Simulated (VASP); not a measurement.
# Tl (Fm-3m) in VASP: single point with PBEsol

Aim: the single point of Tl with PBEsol.

Everything below comes from runs of VASP 6.6.1. Logs are shortened: lines on timing, memory, paths and dates and some standing lists are left out, and cuts for length are marked.

### Step 1. The cell of the first run

Symmetry: Fm-3m, No. 225, cubic system. The conventional cell has a = 4.849 Å, b = 4.849 Å, c = 4.849 Å, α = 90.00°, β = 90.00°, γ = 90.00°. Within 4.5 Å of Tl (site symmetry m-3m) lie 12 Tl at 3.43 Å.

### Step 2. Single point, PBEsol

Input file INCAR:

```
ALGO = Normal
EDIFF = 1E-6
ENCUT = 520
GGA = PS
ISIF = 2
ISMEAR = -1
LASPH = T
LCHARG = F
LREAL = F
LWAVE = F
NBANDS = 12
NELM = 60
PREC = Accurate
SIGMA = 0.13605693000000002
```

Input file KPOINTS:

```
k-points
0
Gamma
  12 12 12
```

Input file POSCAR:

```
Tl
1.0
    0.0000000000      2.4246306165      2.4246306165
    2.4246306165      0.0000000000      2.4246306165
    2.4246306165      2.4246306165      0.0000000000
Tl
1
Direct
    0.0000000000      0.0000000000      0.0000000000
```

Potentials or basis: VASP PAW PBE potentials, release 64 (Tl_d).

Command:

```sh
cat potpaw_PBE.64/Tl_d/POTCAR > POTCAR
mpirun -np 1 vasp_std > vasp.out
```

OUTCAR:

```text
EDIFF = 1E-6
   ENCUT = 520
   GGA = PS
   ISIF = 2
   ISMEAR = -1
   LASPH = T
   LREAL = F
   NELM = 60
   PREC = Accurate

 ion  position               nearest neighbor table
   1  0.000  0.000  0.000-

  LATTYP: Found a face centered cubic cell.
 ALAT       =     4.8492612330

  Lattice vectors:

 A1 = (   0.0000000000,   2.4246306165,   2.4246306165)
 A2 = (   2.4246306165,   0.0000000000,   2.4246306165)
 A3 = (   2.4246306165,   2.4246306165,   0.0000000000)

Analysis of symmetry for initial positions (statically):
=====================================================================
 Subroutine PRICEL returns:
 Original cell was already a primitive cell.

 Routine SETGRP: Setting up the symmetry group for a
 face centered cubic supercell.

 Subroutine GETGRP returns: Found 48 space group operations
 (whereof 48 operations were pure point group operations)
 out of a pool of 48 trial point group operations.

The static configuration has the point symmetry O_h .

Analysis of symmetry for dynamics (positions and initial velocities):
=====================================================================
 Subroutine PRICEL returns:
 Original cell was already a primitive cell.

 Routine SETGRP: Setting up the symmetry group for a
 face centered cubic supercell.

 Subroutine GETGRP returns: Found 48 space group operations
 (whereof 48 operations were pure point group operations)
 out of a pool of 48 trial point group operations.

The dynamic configuration has the point symmetry O_h .

 Subroutine INISYM returns: Found 48 space group operations
 (whereof 48 operations are pure point group operations),
 and found     1 'primitive' translations

----------------------------------------------------------------------------------------

                                     Primitive cell

  volume of cell :      28.5080

  direct lattice vectors                    reciprocal lattice vectors
     0.000000000  2.424630617  2.424630617    -0.206216979  0.206216979  0.206216979
     2.424630617  0.000000000  2.424630617     0.206216979 -0.206216979  0.206216979
     2.424630617  2.424630617  0.000000000     0.206216979  0.206216979 -0.206216979

  length of vectors
     3.428945502  3.428945502  3.428945502     0.357178284  0.357178284  0.357178284

  position of ions in fractional coordinates (direct lattice)
     0.000000000  0.000000000  0.000000000

  ion indices of the primitive-cell ions
   primitive index   ion index
                 1           1

----------------------------------------------------------------------------------------

 KPOINTS: k-points

Automatic generation of k-mesh.
 Grid dimensions read from file:
 generate k-points for:   12   12   12

 Generating k-lattice:

  Cartesian coordinates                     Fractional coordinates (reciprocal lattice)
    -0.017184748  0.017184748  0.017184748     0.083333333  0.000000000  0.000000000
     0.017184748 -0.017184748  0.017184748     0.000000000  0.083333333  0.000000000
     0.017184748  0.017184748 -0.017184748     0.000000000  0.000000000  0.083333333

  Length of vectors
     0.029764857  0.029764857  0.029764857

  Shift w.r.t. Gamma in fractional coordinates (k-lattice)
     0.000000000  0.000000000  0.000000000

 Subroutine IBZKPT returns following result:
 ===========================================

 Found     72 irreducible k-points:

 Following reciprocal coordinates:
            Coordinates               Weight
  0.000000  0.000000  0.000000      1.000000
  0.083333  0.000000  0.000000      8.000000
  0.166667  0.000000  0.000000      8.000000
  0.250000  0.000000  0.000000      8.000000
  0.333333  0.000000  0.000000      8.000000
  0.416667  0.000000  0.000000      8.000000
[... 16 lines left out ...]
  0.500000  0.166667  0.000000     24.000000
 -0.416667  0.166667  0.000000     24.000000
 [... further k-points ...]
   k-points           NKPTS =     72   k-points in BZ     NKDIM =     72   number of bands    NBANDS=     12
   number of dos      NEDOS =    301   number of ions     NIONS =      1
   total plane-waves  NPLWV =  21952
   dimension x,y,z NGX =    28 NGY =   28 NGZ =   28
   dimension x,y,z NGXF=    56 NGYF=   56 NGZF=   56
   ions per type =               1
   NGX,Y,Z   is equivalent  to a cutoff of  13.58, 13.58, 13.58 a.u.
   NGXF,Y,Z  is equivalent  to a cutoff of  27.15, 27.15, 27.15 a.u.
 SYSTEM =  unknown system
   PREC   = accura    normal or accurate (medium, high low for compatibility)
   ISTART =      0    job   : 0-new  1-cont  2-samecut
   ICHARG =      2    charge: 1-file 2-atom 10-const
   ISPIN  =      1    spin polarized calculation?
   LNONCOLLINEAR =      F non collinear calculations
   LSORBIT =      F    spin-orbit coupling
   LASPH  =      T    aspherical Exc in radial PAW
   ENCUT  =  520.0 eV  38.22 Ry    6.18 a.u.   6.38  6.38  6.38*2*pi/ulx,y,z
   NELM   =     60;   NELMIN=  2; NELMDL= -5     # of ELM steps
   EDIFF  = 0.1E-05   stopping-criterion for ELM
   LREAL  =      F    real-space projection
   EDIFFG = 0.1E-04   stopping-criterion for IOM
   NSW    =      0    number of steps for IOM
   IBRION =     -1    ionic relax: 0-MD 1-quasi-New 2-CG
   NFREE  =      0    steps in history (QN), initial steepest desc. (CG)
   ISIF   =      2    stress and relaxation
   ISYM   =      2    0-nonsym 1-usesym 2-fastsym
   POTIM  = 0.5000    time-step for ionic-motion
   TEBEG  =    0.0;   TEEND  =   0.0 temperature during run
   PSTRESS=    0.0 pullay stress
   NELECT =      13.0000    total number of electrons
   NUPDOWN=      -1.0000    fix difference up-down
   EMIN   =  10.00;   EMAX   =-10.00  energy-range for DOS
   EFERMI =   0.00;   METHOD = LEGACY
   ISMEAR =    -1;   SIGMA  =   0.14  broadening in eV -4-tet -1-fermi 0-gaus
   EFERMI_NEDOS =   21; number of points for ismear=-14 and -15
   IALGO  =     38    algorithm
   IMIX   =      4    mixing-type and parameters
     AMIX     =   0.40;   BMIX     =  1.00
     AMIX_MAG =   1.60;   BMIX_MAG =  1.00
  volume/ion in A,a.u.               =      28.51       192.38
  Fermi-wavevector in a.u.,A,eV,Ry     =   1.260087  2.381218 21.603576  1.587818
  Thomas-Fermi vector in A             =   2.393614
   LORBIT       =      0    0 simple, 1 ext, 2 COOP (PROOUT), +10 PAW based schemes
   GGA     = PS    functional components
   LHFCALC =     F    Hartree Fock is set to
   AEXX    =    0.0000 exact exchange contribution
   IVDW    =     0    specifies the selected vdW correction
   LEPSILON=     F    determine dielectric tensor
   LRPA    =     F    only Hartree local field effects (RPA)
 non-spin polarized calculation
  energy-cutoff  :      520.00
  volume of cell :       28.51
 maximum number of plane-waves:       781
 NGX is ok and might be reduce to    28
   NGX = 13   NGY = 13   NGZ = 13

 number of electron      13.0000000 magnetization

 Free energy of the ion-electron system (eV)
  ---------------------------------------------------
  ext. energy  EPLUGINS =         0.00000000
  ---------------------------------------------------
  free energy    TOTEN  =        -2.63173396 eV

  energy without entropy =       -2.59801418  energy(sigma->0) =       -2.61487407

 E-fermi :   6.3567     XC(G=0): -10.3820

 val. band max:        6.3320069270   @ k =   0.4167   0.4167   0.0000
 cond. band min:       6.3689061720   @ k =   0.5000   0.4167   0.0833
 fundamental gap:      0.0368992450
 Fermi energy:         6.3567164988

 k-point     1 :       0.0000    0.0000    0.0000
  band No.  band energies     occupation
      1      -5.1284      2.00000
      2      -5.1284      2.00000
      3      -5.1284      2.00000
      4      -4.8459      2.00000
      5      -4.8459      2.00000
      6      -3.6716      2.00000
      7      16.7212      0.00000
      8      16.7212      0.00000
      9      16.7212      0.00000
     10      17.3532      0.00000
     11      20.7543      0.00000
     12      21.5333      0.00000

 k-point     2 :       0.0833    0.0000    0.0000
  band No.  band energies     occupation
      1      -5.1348      2.00000
      2      -5.1097      2.00000
      3      -5.1097      2.00000
      4      -4.8486      2.00000
      5      -4.8486      2.00000
      6      -3.5214      2.00000
      7      15.0276      0.00000
      8      16.5592      0.00000
      9      16.5592      0.00000
     10      17.3040      0.00000
     11      21.0836      0.00000
     12      21.7934      0.00000

 k-point     3 :       0.1667    0.0000    0.0000
  band No.  band energies     occupation
      1      -5.1633      2.00000
      2      -5.0725      2.00000
      3      -5.0725      2.00000
      4      -4.8410      2.00000
      5      -4.8410      2.00000
      6      -3.0574      2.00000
      7      12.2308      0.00000
      8      16.1474      0.00000
      9      16.1474      0.00000
     10      17.2694      0.00000
     11      20.7008      0.00000
     12      21.7339      0.00000
[... 286 lines left out ...]
 k-point    23 :       0.5000    0.1667    0.0000
  band No.  band energies     occupation
      1      -5.2771      2.00000
      2      -5.1121      2.00000
      3      -4.9899      2.00000
      4      -4.7711      2.00000
      5      -4.5871      2.00000
      6       1.0143      2.00000
      7       4.6770      1.99999
      8      11.5199      0.00000
      9      13.1409      0.00000
     10      15.7446      0.00000
     11      21.3705      0.00000
     12      21.9165      0.00000

 k-point    24 :      -0.4167    0.1667    0.0000
  band No.  band energies     occupation
      1      -5.2535      2.00000
      2      -5.1212      2.00000
      3      -5.0021      2.00000
      4      -4.7293      2.00000
      5      -4.6301      2.00000
      6       1.3116      2.00000
      7       4.3069      2.00000
      8      10.9756      0.00000
      9      13.6667      0.00000
     10      15.9790      0.00000
     11      20.8694      0.00000
     12      21.5055      0.00000

 [... further k-points ...]
[... 5 lines left out ...]
  --------------------------------------------------------------------------------------
  -------------------------------------------------------------------------------------
  Total       -0.0191992     -0.0191992     -0.0191992     -0.0000000      0.0000000     -0.0000000
  in kB       -1.0790134     -1.0790134     -1.0790134     -0.0000000      0.0000000     -0.0000000
  external PRESSURE =      -1.0790134 kB  Pullay stress =       0.0000000 kB

 VOLUME and BASIS-vectors are now :
 -----------------------------------------------------------------------------
  energy-cutoff  :      520.00
  volume of cell :       28.51
      direct lattice vectors                 reciprocal lattice vectors
     0.000000000  2.424630617  2.424630617    -0.206216979  0.206216979  0.206216979
     2.424630617  0.000000000  2.424630617     0.206216979 -0.206216979  0.206216979
     2.424630617  2.424630617  0.000000000     0.206216979  0.206216979 -0.206216979

 POSITION                                       TOTAL-FORCE (eV/Angst)
 -----------------------------------------------------------------------------------
      0.00000      0.00000      0.00000         0.000000     -0.000000      0.000000
 -----------------------------------------------------------------------------------
    total drift:                               -0.000000     -0.000000     -0.000000

  FREE ENERGIE OF THE ION-ELECTRON SYSTEM (eV)
  ---------------------------------------------------
  free  energy   TOTEN  =        -2.6317339609 eV

  energy  without entropy=       -2.5980141782  energy(sigma->0) =       -2.61487407
```

Wall time 14 s (1 thread of Intel Xeon Platinum 8559C (Emerald Rapids), shared host); peak memory 0.16 GiB.

What came out:

```yaml
Free_energy: -2.6317 eV
Pressure: -0.1 GPa
```

Levels at points of the mesh, in eV from the Fermi level:
```csv
k point,band 3,band 4,band 5,band 6,band 7,band 8,band 9,band 10
"(0.00, 0.00, 0.00)",-11.49,-11.20,-11.20,-10.03,10.36,10.36,10.36,11.00
"(0.50, 0.00, 0.00)",-11.47,-10.95,-10.95,-5.26,-2.90,8.28,8.28,10.41
"(0.50, 0.50, 0.00)",-10.97,-10.89,-10.89,-3.54,-1.80,4.10,4.10,7.55
```

Caveat: the PAW data sets were made with another functional, which shifts forces and pressure a little; spin-orbit coupling is left out, which moves the levels of the heavy elements.
